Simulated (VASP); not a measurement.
Wanted: the native input for a VASP 6.6.1 run.

```yaml
Task: relaxation of cell and atoms
Functional: PBE
Potentials_or_basis: VASP PAW PBE potentials, release 64 (Rb_sv, Sn_d)
Cutoff: 600 eV
k_mesh: 8 × 8 × 8
Occupations: gaussian, width 0.1 eV
Spin: no spin polarisation
Dipole_correction: no
Further_INCAR_settings: ALGO = Fast; EDIFF = 1e-06; IBRION = 2; EDIFFG = -0.01; NSW = 100; ISIF = 3
```

The structure of RbSn2 lies in POSCAR:

```
RbSn2
1.0
    0.0000000000      4.6663042215      4.6663042215
    4.6663042215      0.0000000000      4.6663042215
    4.6663042215      4.6663042215      0.0000000000
Rb Sn
2 4
Direct
    0.0000000000      0.0000000000      0.0000000000
    0.2500000000      0.2500000000      0.2500000000
    0.6250000000      0.6250000000      0.6250000000
    0.1250000000      0.6250000000      0.6250000000
    0.6250000000      0.6250000000      0.1250000000
    0.6250000000      0.1250000000      0.6250000000
```

The input as run:

INCAR

```
PREC = Accurate
ENCUT = 600
EDIFF = 1E-6
ISMEAR = 0
SIGMA = 0.1
LREAL = F
LASPH = T
NELM = 60
ALGO = Fast
ISIF = 3
LWAVE = F
LCHARG = F
GGA = PE
IBRION = 2
NSW = 100
EDIFFG = -0.01
```

KPOINTS

```
Automatic mesh
0
Gamma
  8 8 8
```

Potentials or basis: VASP PAW PBE potentials, release 64 (Rb_sv, Sn_d).

Launch:

```console
$ cat potpaw_PBE.64/Rb_sv/POTCAR potpaw_PBE.64/Sn_d/POTCAR > POTCAR
$ mpirun -np 1 vasp_std > vasp.out
```

It gave:

| Item | Value |
| --- | --- |
| Pressure after relaxing | 0.0 GPa |
| Band gap on the k mesh | zero (bands 37 and 38 overlap by 1.98 eV) |

Caveat: the relaxation stopped at its first step, so nothing moved; spin-orbit coupling is left out, which moves the levels of the heavy elements.

Run time: 30 min on 1 thread of Intel Xeon 8259CL, with other jobs on the host, peak memory 0.52 GiB.
